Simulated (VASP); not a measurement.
Here is a VASP 6.6.1 calculation.

The input INCAR:

```
SYSTEM = Ca3Si2N
  PREC = Accurate
  ENCUT = 520
  EDIFF = 1E-7
  ISMEAR = 0
  SIGMA = 0.1
  LREAL = .False.
  LASPH = .True.
  NELM = 80
  ALGO = Normal
  ISIF = 2
  LWAVE = .False.
  LCHARG = .True.
  GGA = PE
  LELF = .True.
  LVHAR = .True.
  NBANDS = 30
```

File KPOINTS:

```
Automatic mesh
0
Gamma
  6 6 2
  0 0 0
```

The input POSCAR:

```
Ca3Si2N
1.0
    3.6899920100      0.0000000000      0.0000000000
    0.0000000000      3.6899920100      0.0000000000
    0.0000000000      0.0000000000      8.1291280400
Ca Si N
3 2 1
Direct
    0.5000000000      0.5000000000      0.0000000000
    0.0000000000      0.5000000000      0.3786259900
    0.5000000000      0.0000000000      0.6213740100
    0.0000000000      0.5000000000      0.7376120100
    0.5000000000      0.0000000000      0.2623879900
    0.0000000000      0.0000000000      0.0000000000
```

Potentials or basis: VASP PAW PBE potentials, release 64 (Ca_sv, Si, N).

The run is started by

```bash
$ cat potpaw_PBE.64/Ca_sv/POTCAR potpaw_PBE.64/Si/POTCAR potpaw_PBE.64/N/POTCAR > POTCAR
$ mpirun -np 1 vasp_std > vasp.out
```

Question: Estimate the band gap on the k mesh.

Answer: Zero (an odd number of electrons rules out a gap without spin polarisation).

Question: Predict the pressure.

Answer: 13.0 GPa.

Question: Estimate the largest force.

Answer: 0.608 eV/Å.

Forces in eV/Å, atoms in the order of the input:
```
Ca   0.000  0.000  0.000
Ca   0.000  0.000 -0.608
Ca   0.000  0.000  0.608
Si   0.000  0.000  0.467
Si   0.000  0.000 -0.467
N    0.000  0.000  0.000
```

Caveat: the k points lie up to 0.39 Å⁻¹ apart, too coarse for converged energies and pressures of a metal.
